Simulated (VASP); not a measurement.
A run of VASP 6.6.1 is set up as follows.

File INCAR:

```
SYSTEM = GaN
PREC = Accurate
ENCUT = 600
EDIFF = 1E-6
ISMEAR = -1
SIGMA = 0.08
LREAL = .FALSE.
LASPH = .TRUE.
NELM = 60
ALGO = Normal
ISIF = 3
LWAVE = .FALSE.
LCHARG = .FALSE.
GGA = PE
IBRION = 2
NSW = 32
EDIFFG = -0.005
PSTRESS = 450.0
```

Contents of KPOINTS:

```
regular mesh
0
G
  16 16 16
  0 0 0
```

Contents of POSCAR:

```
GaN
1.0
    0.0000000000      2.0289527183      2.0289527183
    2.0289527183      0.0000000000      2.0289527183
    2.0289527183      2.0289527183      0.0000000000
Ga N
1 1
Direct
    0.0000000000      0.0000000000      0.0000000000
    0.5000000000      0.5000000000      0.5000000000
```

Potentials or basis: VASP PAW PBE potentials, release 64 (Ga_d, N).

Launch:

```bash
$ cat potpaw_PBE.64/Ga_d/POTCAR potpaw_PBE.64/N/POTCAR > POTCAR
$ mpirun -np 1 vasp_std > vasp.out
```

Estimate the space group after relaxing (to 0.1 Å).

Fm-3m (No. 225).

Estimate the band gap on the k mesh.

1.39 eV (least direct gap 4.36 eV).

Predict the relaxed cell.

a = 2.872 Å, b = 2.872 Å, c = 2.872 Å, α = 60.00°, β = 60.00°, γ = 60.00°.

Predict the relaxed volume.

8.37 Å³/atom.

Final structure:
```
CELL_PARAMETERS angstrom
0.00000 2.03055 2.03055
2.03055 0.00000 2.03055
2.03055 2.03055 0.00000
ATOMIC_POSITIONS crystal
Ga 0.00000 0.00000 0.00000
N 0.50000 0.50000 0.50000
```

Caveat: the cell is relaxed towards a set pressure, so the run minimises the enthalpy, not the energy. A k mesh can miss the band edges.
